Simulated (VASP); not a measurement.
# Pt2C: single point with PBE

The system is Pt2C.

```
CELL_PARAMETERS angstrom
2.85820 0.00000 0.00000
0.00000 2.85820 0.00000
0.00000 0.00000 4.99160
ATOMIC_POSITIONS crystal
Pt 0.50000 0.00000 0.71589
Pt 0.00000 0.50000 0.28411
C 0.00000 0.00000 0.00000
```

The cell was generated, and may not be a known phase.

* Program: VASP 6.6.1
* Task: single point
* Functional: PBE
* Potentials or basis: VASP PAW PBE potentials, release 64 (Pt, C)
* Cutoff: 520 eV
* k mesh: 6 × 6 × 6
* Occupations: gaussian, width 0.1 eV
* Spin: no spin polarisation

The pressure is 0.1 GPa and the largest force is 0.052 eV/Å. The band gap on the k mesh is zero (bands 12 and 13 overlap by 2.59 eV).

Forces in eV/Å, atoms in the order of the input:
```
Pt   0.000  0.000 -0.052
Pt   0.000  0.000  0.052
C    0.000  0.000  0.000
```

Stress tensor (GPa, compression positive):
```
-0.02  0.00  0.00
 0.00 -0.02  0.00
 0.00  0.00  0.42
```

Levels at points of the mesh, in eV from the Fermi level:
```csv
k point,band 9,band 10,band 11,band 12,band 13,band 14,band 15,band 16
"(0.00, 0.00, 0.00)",-1.57,-1.47,-1.47,-1.18,-0.99,2.81,2.81,8.63
"(0.50, 0.00, 0.00)",-2.84,-1.72,-0.85,-0.07,0.55,3.02,4.46,5.37
"(0.50, 0.50, 0.00)",-1.72,-0.59,-0.59,0.86,0.86,2.14,3.15,7.10
"(0.00, 0.00, 0.50)",-2.60,-2.60,-1.47,-1.10,1.14,4.27,4.27,6.73
"(0.50, 0.00, 0.50)",-2.49,-2.10,-1.53,-1.38,1.06,1.28,3.73,6.70
"(0.50, 0.50, 0.50)",-1.16,-0.45,-0.45,1.60,1.60,1.71,4.93,6.55
```

Run time: 52 s on 1 thread of Oxide Virtual Turin-like Processor, on a shared host, peak memory 0.14 GiB.

Caveat: the k points lie up to 0.37 Å⁻¹ apart, too coarse for converged energies and pressures of a metal; spin-orbit coupling is left out, which moves the levels of the heavy elements.
